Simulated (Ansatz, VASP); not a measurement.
# Two plane-wave programs on W

```
W
1.0
     0.00000   -2.03000   -2.03000
     0.00000    2.03000   -2.03000
     4.06000    0.00000    0.00000
W
2
Direct
  0.50000 0.50000 0.53695
  0.00000 0.00000 0.96305
```

Change from the starting cell: mode 6 (197.5 1/cm) frozen in, largest displacement +0.150 Å.

Alike in both runs: task single point; functional PBEsol; k mesh 16 × 16 × 12; occupations gaussian, width 0.15 eV; no spin polarisation.

|  | VASP | Ansatz |
| --- | --- | --- |
| version | VASP 6.6.1 | Ansatz 0.2.0 |
| potentials or method | VASP PAW PBE potentials, release 64 (W_sv), cutoff 520 eV | scalar-relativistic, plane waves, PAW |
| valence electrons in the cell | 28 | 28 |

VASP gave:

- gap on the k mesh at the Fermi level (eV): none
- pressure (GPa): -2.0
- traceless stress, the component that is largest in VASP (GPa): -15.99
- rms of the force components (eV/Å): 1.608

Which values does Ansatz return?

gap on the k mesh at the Fermi level (eV): none; pressure (GPa): -2.7; traceless stress, the component that is largest in VASP (GPa): -15.91; rms of the force components (eV/Å): 1.583.

VASP's potentials were made for PBE, not for PBEsol. Atom by atom the forces differ by 0.025 eV/Å (rms over components). A gap of «none» marks a metal or a gap that the smearing closes.

Spin-orbit coupling is off throughout.
